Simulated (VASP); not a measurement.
Here is a VASP 6.6.1 calculation.

File INCAR:

```
ALGO     = Normal         # electronic algorithm
EDIFF    = 1E-7           # SCF threshold, eV
ENCUT    = 520            # plane-wave cutoff, eV
GGA      = PE             # functional
ISIF     = 2              # what is computed and relaxed
ISMEAR   = 0              # smearing method
IVDW     = 12             # dispersion correction
LASPH    = T              # aspherical terms in the spheres
LCHARG   = F              # write CHGCAR
LREAL    = F              # projectors in reciprocal space
LWAVE    = F              # write WAVECAR
NBANDS   = 26             # bands
NELM     = 60             # most SCF steps
PREC     = Accurate       # precision mode
SIGMA    = 0.05           # smearing width, eV
```

KPOINTS

```
k-points
0
Gamma
  4 4 8
```

File POSCAR:

```
InSb
1.0
    5.6895936529      0.0000000000      0.0000000000
    0.0000000000      5.6912492566      0.0000000000
    0.0000000000      0.0000000000      3.4467340088
In Sb
2 2
Direct
    0.0000000000      0.0000000000      0.0005277674
    0.5000000000      0.5000000000     -0.0005277674
    0.5000000000      0.0000000000      0.6644501378
    0.0000000000      0.5000000000      0.3355498622
```

Potentials or basis: VASP PAW PBE potentials, release 64 (In_d, Sb).

Run with:

```sh
$ cat potpaw_PBE.64/In_d/POTCAR potpaw_PBE.64/Sb/POTCAR > POTCAR
$ mpirun -np 1 vasp_std > vasp.out
```

Problem. What does it give for the band gap on the k mesh?

Solution. Zero (band 18 reaches 9.22 eV, above the bottom of band 19 at 5.95 eV).

Problem. Estimate the largest force.

Solution. 0.023 eV/Å.

Problem. What does it give for the pressure?

Solution. -2.1 GPa.

Forces on the atoms (eV/Å):
```
In   0.000  0.000 -0.001
In   0.000  0.000  0.001
Sb   0.000  0.000  0.023
Sb   0.000  0.000 -0.023
```

Caveat: three body term missing; spin-orbit coupling is left out, which moves the levels of the heavy elements; pairwise dispersion overbinds metals, which lowers pressure and volume.
